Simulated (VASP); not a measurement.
# AlAs (F-43m) in VASP: a series of runs

The runs below take AlAs through single point, with LDA, PBEsol, PBE.

Everything below comes from runs of VASP 6.6.1. Logs are shortened: lines on timing, memory, paths and dates and some standing lists are left out, and cuts for length are marked.

## 1. The cell of the first run

Symmetry: F-43m, No. 216, cubic system. Conventional cell: a = 5.678 Å, b = 5.678 Å, c = 5.678 Å, α = 90.00°, β = 90.00°, γ = 90.00°. Within 3.2 Å of Al (site symmetry -43m) lie 4 As at 2.46 Å. Within 3.2 Å of As (site symmetry -43m) lie 4 Al at 2.46 Å.

## 2. Single point, LDA

File INCAR:

```
  PREC = Accurate
  ENCUT = 500
  EDIFF = 1E-6
  ISMEAR = 0
  SIGMA = 0.01
  LREAL = False
  LASPH = True
  NELM = 120
  ALGO = Normal
  ISIF = 2
  LWAVE = False
  LCHARG = False
  GGA = CA
  NBANDS = 11
  GGA_COMPAT = False
```

File KPOINTS:

```
regular mesh
0
Gamma
  8 8 8
```

File POSCAR:

```
AlAs
1.0
    0.0000000000      2.8389245968      2.8389245968
    2.8389245968      0.0000000000      2.8389245968
    2.8389245968      2.8389245968      0.0000000000
Al As
1 1
Direct
    0.0000000000      0.0000000000      0.0000000000
    0.2500000000      0.2500000000      0.2500000000
```

Potentials or basis: VASP PAW LDA potentials, release 64 (Al, As).

Run with:

```bash
cat potpaw_LDA.64/Al/POTCAR potpaw_LDA.64/As/POTCAR > POTCAR
mpirun -np 1 vasp_std > vasp.out
```

OUTCAR:

```text
PREC = Accurate
   ENCUT = 500
   EDIFF = 1E-6
   ISMEAR = 0
   LREAL = False
   LASPH = True
   NELM = 120
   ISIF = 2
   GGA = CA

 ion  position               nearest neighbor table
   1  0.000  0.000  0.000-   2 2.46   2 2.46   2 2.46   2 2.46
   2  0.250  0.250  0.250-   1 2.46   1 2.46   1 2.46   1 2.46

  LATTYP: Found a face centered cubic cell.
 ALAT       =     5.6778491936

  Lattice vectors:

 A1 = (   0.0000000000,   2.8389245968,   2.8389245968)
 A2 = (   2.8389245968,   0.0000000000,   2.8389245968)
 A3 = (   2.8389245968,   2.8389245968,   0.0000000000)

Analysis of symmetry for initial positions (statically):
=====================================================================
 Subroutine PRICEL returns:
 Original cell was already a primitive cell.

 Routine SETGRP: Setting up the symmetry group for a
 face centered cubic supercell.

 Subroutine GETGRP returns: Found 24 space group operations
 (whereof 24 operations were pure point group operations)
 out of a pool of 48 trial point group operations.

The static configuration has the point symmetry T_d .

Analysis of symmetry for dynamics (positions and initial velocities):
=====================================================================
 Subroutine PRICEL returns:
 Original cell was already a primitive cell.

 Routine SETGRP: Setting up the symmetry group for a
 face centered cubic supercell.

 Subroutine GETGRP returns: Found 24 space group operations
 (whereof 24 operations were pure point group operations)
 out of a pool of 48 trial point group operations.

The dynamic configuration has the point symmetry T_d .

 Subroutine INISYM returns: Found 24 space group operations
 (whereof 24 operations are pure point group operations),
 and found     1 'primitive' translations

----------------------------------------------------------------------------------------

                                     Primitive cell

  volume of cell :      45.7606

  direct lattice vectors                    reciprocal lattice vectors
     0.000000000  2.838924597  2.838924597    -0.176123029  0.176123029  0.176123029
     2.838924597  0.000000000  2.838924597     0.176123029 -0.176123029  0.176123029
     2.838924597  2.838924597  0.000000000     0.176123029  0.176123029 -0.176123029

  length of vectors
     4.014845667  4.014845667  4.014845667     0.305054035  0.305054035  0.305054035

  position of ions in fractional coordinates (direct lattice)
     0.000000000  0.000000000  0.000000000
     0.250000000  0.250000000  0.250000000

  ion indices of the primitive-cell ions
   primitive index   ion index
                 1           1
                 2           2

----------------------------------------------------------------------------------------

 KPOINTS: regular mesh

Automatic generation of k-mesh.
 Grid dimensions read from file:
 generate k-points for:    8    8    8

 Generating k-lattice:

  Cartesian coordinates                     Fractional coordinates (reciprocal lattice)
    -0.022015379  0.022015379  0.022015379     0.125000000  0.000000000  0.000000000
     0.022015379 -0.022015379  0.022015379     0.000000000  0.125000000  0.000000000
     0.022015379  0.022015379 -0.022015379     0.000000000  0.000000000  0.125000000

  Length of vectors
     0.038131754  0.038131754  0.038131754

  Shift w.r.t. Gamma in fractional coordinates (k-lattice)
     0.000000000  0.000000000  0.000000000

 Subroutine IBZKPT returns following result:
 ===========================================

 Found     29 irreducible k-points:

 Following reciprocal coordinates:
            Coordinates               Weight
  0.000000  0.000000  0.000000      1.000000
  0.125000  0.000000  0.000000      8.000000
  0.250000  0.000000  0.000000      8.000000
  0.375000  0.000000  0.000000      8.000000
  0.500000  0.000000  0.000000      4.000000
  0.125000  0.125000  0.000000      6.000000
[... 16 lines left out ...]
  0.500000  0.250000  0.125000     48.000000
 -0.375000  0.250000  0.125000     24.000000
 [... further k-points ...]
   k-points           NKPTS =     29   k-points in BZ     NKDIM =     29   number of bands    NBANDS=     11
   number of dos      NEDOS =    301   number of ions     NIONS =      2
   total plane-waves  NPLWV =  27000
   dimension x,y,z NGX =    30 NGY =   30 NGZ =   30
   dimension x,y,z NGXF=    60 NGYF=   60 NGZF=   60
   ions per type =               1   1
   NGX,Y,Z   is equivalent  to a cutoff of  12.42, 12.42, 12.42 a.u.
   NGXF,Y,Z  is equivalent  to a cutoff of  24.84, 24.84, 24.84 a.u.
 SYSTEM =  unknown system
   PREC   = accura    normal or accurate (medium, high low for compatibility)
   ISTART =      0    job   : 0-new  1-cont  2-samecut
   ICHARG =      2    charge: 1-file 2-atom 10-const
   ISPIN  =      1    spin polarized calculation?
   LNONCOLLINEAR =      F non collinear calculations
   LSORBIT =      F    spin-orbit coupling
   LASPH  =      T    aspherical Exc in radial PAW
   ENCUT  =  500.0 eV  36.75 Ry    6.06 a.u.   7.32  7.32  7.32*2*pi/ulx,y,z
   NELM   =    120;   NELMIN=  2; NELMDL= -5     # of ELM steps
   EDIFF  = 0.1E-05   stopping-criterion for ELM
   LREAL  =      F    real-space projection
   EDIFFG = 0.1E-04   stopping-criterion for IOM
   NSW    =      0    number of steps for IOM
   IBRION =     -1    ionic relax: 0-MD 1-quasi-New 2-CG
   NFREE  =      0    steps in history (QN), initial steepest desc. (CG)
   ISIF   =      2    stress and relaxation
   ISYM   =      2    0-nonsym 1-usesym 2-fastsym
   POTIM  = 0.5000    time-step for ionic-motion
   TEBEG  =    0.0;   TEEND  =   0.0 temperature during run
   PSTRESS=    0.0 pullay stress
   NELECT =       8.0000    total number of electrons
   NUPDOWN=      -1.0000    fix difference up-down
   EMIN   =  10.00;   EMAX   =-10.00  energy-range for DOS
   EFERMI =   0.00;   METHOD = LEGACY
   ISMEAR =     0;   SIGMA  =   0.01  broadening in eV -4-tet -1-fermi 0-gaus
   EFERMI_NEDOS =   21; number of points for ismear=-14 and -15
   IALGO  =     38    algorithm
   IMIX   =      4    mixing-type and parameters
     AMIX     =   0.40;   BMIX     =  1.00
     AMIX_MAG =   1.60;   BMIX_MAG =  1.00
  volume/ion in A,a.u.               =      22.88       154.40
  Fermi-wavevector in a.u.,A,eV,Ry     =   0.915393  1.729842 11.400928  0.837945
  Thomas-Fermi vector in A             =   2.040129
   LORBIT       =      0    0 simple, 1 ext, 2 COOP (PROOUT), +10 PAW based schemes
   GGA     = CA    functional components
   LHFCALC =     F    Hartree Fock is set to
   AEXX    =    0.0000 exact exchange contribution
   IVDW    =     0    specifies the selected vdW correction
   LEPSILON=     F    determine dielectric tensor
   LRPA    =     F    only Hartree local field effects (RPA)
 non-spin polarized calculation
 Gauss-broadening in eV      SIGMA  =   0.01
  energy-cutoff  :      500.00
  volume of cell :       45.76
 maximum number of plane-waves:      1211
 NGX is ok and might be reduce to    30
   NGX = 15   NGY = 15   NGZ = 15

 number of electron       7.9999999 magnetization

 Free energy of the ion-electron system (eV)
  ---------------------------------------------------
  ext. energy  EPLUGINS =         0.00000000
  ---------------------------------------------------
  free energy    TOTEN  =       -10.50949062 eV

  energy without entropy =      -10.50949062  energy(sigma->0) =      -10.50949062

 E-fermi :   3.8239     XC(G=0):  -9.2447

 val. band max:        3.7048498118   @ k =   0.0000   0.0000   0.0000
 cond. band min:       5.0581372103   @ k =   0.5000   0.5000   0.0000
 fundamental gap:      1.3532873985
 Fermi energy:         3.8238553721

 k-point     1 :       0.0000    0.0000    0.0000
  band No.  band energies     occupation
      1      -8.1395      2.00000
      2       3.7048      2.00000
      3       3.7048      2.00000
      4       3.7048      2.00000
      5       5.5171      0.00000
      6       7.9352      0.00000
      7       7.9352      0.00000
      8       7.9352      0.00000
      9      12.2816      0.00000
     10      12.7206      0.00000
     11      12.7206      0.00000

 k-point     2 :       0.1250    0.0000    0.0000
  band No.  band energies     occupation
      1      -7.9887      2.00000
      2       2.2490      2.00000
      3       3.5449      2.00000
      4       3.5449      2.00000
      5       6.3144      0.00000
      6       8.2139      0.00000
      7       8.2139      0.00000
      8       8.2960      0.00000
      9      12.0938      0.00000
     10      12.0938      0.00000
     11      13.0198      0.00000

 k-point     3 :       0.2500    0.0000    0.0000
  band No.  band energies     occupation
      1      -7.5710      2.00000
      2       0.3042      2.00000
      3       3.2296      2.00000
      4       3.2296      2.00000
      5       6.1655      0.00000
      6       8.5546      0.00000
      7       8.5546      0.00000
      8       9.9801      0.00000
      9      11.9738      0.00000
     10      11.9738      0.00000
     11      12.8872      0.00000

 k-point     4 :       0.3750    0.0000    0.0000
  band No.  band energies     occupation
      1      -7.0321      2.00000
      2      -1.2257      2.00000
      3       2.9780      2.00000
      4       2.9780      2.00000
      5       5.8231      0.00000
      6       8.4475      0.00000
      7       8.4475      0.00000
      8      11.2341      0.00000
      9      13.1983      0.00000
     10      13.2467      0.00000
     11      13.2467      0.00000

 k-point     5 :       0.5000    0.0000    0.0000
  band No.  band energies     occupation
      1      -6.7453      2.00000
      2      -1.8519      2.00000
      3       2.8866      2.00000
      4       2.8866      2.00000
      5       5.6932      0.00000
      6       8.3339      0.00000
      7       8.3339      0.00000
      8      11.2711      0.00000
      9      14.6110      0.00000
     10      15.1523      0.00000
     11      15.1523      0.00000
[... 211 lines left out ...]
 k-point    21 :       0.5000    0.5000    0.0000
  band No.  band energies     occupation
      1      -6.2083      2.00000
      2      -1.7122      2.00000
      3       1.5476      2.00000
      4       1.5476      2.00000
      5       5.0581      0.00000
      6       5.9010      0.00000
      7      13.8373      0.00000
      8      13.8373      0.00000
      9      15.1756      0.00000
     10      16.1960      0.00000
     11      16.1960      0.00000

 k-point    22 :       0.3750    0.2500    0.1250
  band No.  band energies     occupation
      1      -7.2219      2.00000
      2      -0.0752      2.00000
      3       1.7565      2.00000
      4       2.7329      2.00000
      5       7.2141      0.00000
      6       7.8379      0.00000
      7       8.9258      0.00000
      8      10.1355      0.00000
      9      11.7814      0.00000
     10      14.0240      0.00000
     11      15.5284      0.00000

 k-point    23 :       0.5000    0.2500    0.1250
  band No.  band energies     occupation
      1      -6.7378      2.00000
      2      -1.0727      2.00000
      3       1.1682      2.00000
      4       2.3535      2.00000
      5       7.2846      0.00000
      6       8.0623      0.00000
      7       9.3831      0.00000
      8      10.4776      0.00000
      9      12.9215      0.00000
     10      14.1072      0.00000
     11      15.7147      0.00000

 k-point    24 :      -0.3750    0.2500    0.1250
  band No.  band energies     occupation
      1      -6.4886      2.00000
      2      -1.5438      2.00000
      3       1.0150      2.00000
      4       2.1719      2.00000
      5       7.2690      0.00000
      6       7.8549      0.00000
      7      10.2842      0.00000
      8      11.2259      0.00000
      9      11.9338      0.00000
     10      14.5875      0.00000
     11      15.8100      0.00000

 [... further k-points ...]

------------------------ aborting loop because EDIFF is reached ----------------------------------------

  FORCE on cell =-STRESS in cart. coord.  units (eV):
  Direction    XX          YY          ZZ          XY          YZ          ZX
  --------------------------------------------------------------------------------------
  -------------------------------------------------------------------------------------
  Total       -0.4395527     -0.4395527     -0.4395527      0.0000000      0.0000000     -0.0000000
  in kB      -15.3896941    -15.3896941    -15.3896941      0.0000000      0.0000000     -0.0000000
  external PRESSURE =     -15.3896941 kB  Pullay stress =       0.0000000 kB

 VOLUME and BASIS-vectors are now :
 -----------------------------------------------------------------------------
  energy-cutoff  :      500.00
  volume of cell :       45.76
      direct lattice vectors                 reciprocal lattice vectors
     0.000000000  2.838924597  2.838924597    -0.176123029  0.176123029  0.176123029
     2.838924597  0.000000000  2.838924597     0.176123029 -0.176123029  0.176123029
     2.838924597  2.838924597  0.000000000     0.176123029  0.176123029 -0.176123029

 POSITION                                       TOTAL-FORCE (eV/Angst)
 -----------------------------------------------------------------------------------
      0.00000      0.00000      0.00000        -0.000000     -0.000000     -0.000000
      1.41946      1.41946      1.41946         0.000000      0.000000      0.000000
 -----------------------------------------------------------------------------------
    total drift:                               -0.000000     -0.000000     -0.000000

  FREE ENERGIE OF THE ION-ELECTRON SYSTEM (eV)
  ---------------------------------------------------
  free  energy   TOTEN  =       -10.5094906232 eV

  energy  without entropy=      -10.5094906232  energy(sigma->0) =      -10.50949062
```

It took 6 s on 1 thread of Intel Xeon 6975P-C (Granite Rapids), shared host; peak memory 0.14 GiB.

Results:

```
Free energy            : -10.5095 eV
Pressure               : -1.5 GPa
Band gap on the k mesh : 1.35 eV, indirect (least direct gap 1.81 eV)
```

Levels at points of the mesh, in eV from the valence-band top:
```tsv
k point	band 2	band 3	band 4	band 5	band 6	band 7
(0.00, 0.00, 0.00)	0.00	0.00	0.00	1.81	4.23	4.23
(0.50, 0.00, 0.00)	-5.56	-0.82	-0.82	1.99	4.63	4.63
(0.50, 0.50, 0.00)	-5.42	-2.16	-2.16	1.35	2.20	10.13
```

## 3. Single point, PBEsol

File INCAR:

```
SYSTEM = AlAs
PREC     = Accurate       ! precision mode
ENCUT    = 500            ! plane-wave cutoff, eV
EDIFF    = 1E-6           ! SCF threshold, eV
ISMEAR   = -1             ! smearing method
SIGMA    = 0.02           ! smearing width, eV
LREAL    = .FALSE.        ! projectors in reciprocal space
LASPH    = .TRUE.         ! aspherical terms in the spheres
NELM     = 120            ! most SCF steps
ALGO     = Normal         ! electronic algorithm
ISIF     = 2              ! what is computed and relaxed
LWAVE    = .FALSE.        ! write WAVECAR
LCHARG   = .FALSE.        ! write CHGCAR
GGA      = PS             ! functional
NBANDS   = 11             ! bands
GGA_COMPAT= .FALSE.
```

File KPOINTS:

```
regular mesh
0
G
  8 8 8
  0 0 0
```

File POSCAR:

```
AlAs
1.0
    0.0000000000      2.8373064012      2.8373064012
    2.8373064012      0.0000000000      2.8373064012
    2.8373064012      2.8373064012      0.0000000000
Al As
1 1
Direct
    0.0000000000      0.0000000000      0.0000000000
    0.2500000000      0.2500000000      0.2500000000
```

Potentials or basis: VASP PAW PBE potentials, release 64 (Al, As).

Run with:

```bash
cat potpaw_PBE.64/Al/POTCAR potpaw_PBE.64/As/POTCAR > POTCAR
mpirun -np 1 vasp_std > vasp.out
```

OUTCAR:

```text
SYSTEM = AlAs
   PREC = Accurate
   ENCUT = 500
   EDIFF = 1E-6
   ISMEAR = -1
   LREAL = .FALSE.
   LASPH = .TRUE.
   NELM = 120
   ISIF = 2
   GGA = PS

 ion  position               nearest neighbor table
   1  0.000  0.000  0.000-   2 2.46   2 2.46   2 2.46   2 2.46
   2  0.250  0.250  0.250-   1 2.46   1 2.46   1 2.46   1 2.46

  LATTYP: Found a face centered cubic cell.
 ALAT       =     5.6746128024

  Lattice vectors:

 A1 = (   0.0000000000,   2.8373064012,   2.8373064012)
 A2 = (   2.8373064012,   0.0000000000,   2.8373064012)
 A3 = (   2.8373064012,   2.8373064012,   0.0000000000)

Analysis of symmetry for initial positions (statically):
=====================================================================
 Subroutine PRICEL returns:
 Original cell was already a primitive cell.

 Routine SETGRP: Setting up the symmetry group for a
 face centered cubic supercell.

 Subroutine GETGRP returns: Found 24 space group operations
 (whereof 24 operations were pure point group operations)
 out of a pool of 48 trial point group operations.

The static configuration has the point symmetry T_d .
[... 170 lines left out ...]
      1      -8.1059      2.00000
      2       3.7403      2.00000
      3       3.7403      2.00000
      4       3.7403      2.00000
      5       5.6631      0.00000
      6       7.9908      0.00000
      7       7.9908      0.00000
      8       7.9908      0.00000
      9      12.4110      0.00000
     10      12.7161      0.00000
     11      12.7161      0.00000
[... 309 lines left out ...]
 k-point    24 :      -0.3750    0.2500    0.1250
  band No.  band energies     occupation
      1      -6.4355      2.00000
      2      -1.5151      2.00000
      3       1.0420      2.00000
      4       2.1978      2.00000
      5       7.3346      0.00000
      6       7.8966      0.00000
      7      10.3546      0.00000
      8      11.2854      0.00000
      9      12.0074      0.00000
     10      14.6283      0.00000
     11      15.8926      0.00000

 [... further k-points ...]

------------------------ aborting loop because EDIFF is reached ----------------------------------------

  FORCE on cell =-STRESS in cart. coord.  units (eV):
  Direction    XX          YY          ZZ          XY          YZ          ZX
  --------------------------------------------------------------------------------------
  -------------------------------------------------------------------------------------
  Total        0.0776939      0.0776939      0.0776939      0.0000000      0.0000000      0.0000000
  in kB        2.7248892      2.7248892      2.7248892      0.0000000      0.0000000      0.0000000
  external PRESSURE =       2.7248892 kB  Pullay stress =       0.0000000 kB

 VOLUME and BASIS-vectors are now :
 -----------------------------------------------------------------------------
  energy-cutoff  :      500.00
  volume of cell :       45.68
      direct lattice vectors                 reciprocal lattice vectors
     0.000000000  2.837306401  2.837306401    -0.176223477  0.176223477  0.176223477
     2.837306401  0.000000000  2.837306401     0.176223477 -0.176223477  0.176223477
     2.837306401  2.837306401  0.000000000     0.176223477  0.176223477 -0.176223477

 POSITION                                       TOTAL-FORCE (eV/Angst)
 -----------------------------------------------------------------------------------
      0.00000      0.00000      0.00000        -0.000000     -0.000000     -0.000000
      1.41865      1.41865      1.41865         0.000000      0.000000      0.000000
 -----------------------------------------------------------------------------------
    total drift:                                0.000000      0.000000      0.000000

  FREE ENERGIE OF THE ION-ELECTRON SYSTEM (eV)
  ---------------------------------------------------
  free  energy   TOTEN  =       -10.0646830771 eV

  energy  without entropy=      -10.0646830771  energy(sigma->0) =      -10.06468308
```

It took 7.4 s on 1 thread of Intel Xeon 6975P-C (Granite Rapids), shared host; peak memory 0.16 GiB.

What came out:

- Free energy: -10.0647 eV
- Pressure: 0.3 GPa
- Band gap on the k mesh: 1.33 eV, indirect (least direct gap 1.92 eV)

Levels at points of the mesh, in eV from the valence-band top:
```
           k point  band 1  band 2  band 3  band 4  band 5  band 6  band 7  band 8  band 9
(0.00, 0.00, 0.00)  -11.85    0.00    0.00    0.00    1.92    4.25    4.25    4.25    8.67
(0.50, 0.00, 0.00)  -10.44   -5.57   -0.82   -0.82    2.05    4.63    4.63    7.56   11.00
(0.50, 0.50, 0.00)   -9.89   -5.42   -2.17   -2.17    1.33    2.22   10.23   10.23   11.59
```

Caveat: the PAW data sets were made with another functional, which shifts forces and pressure a little.

(Continued in part 2 of 2.)
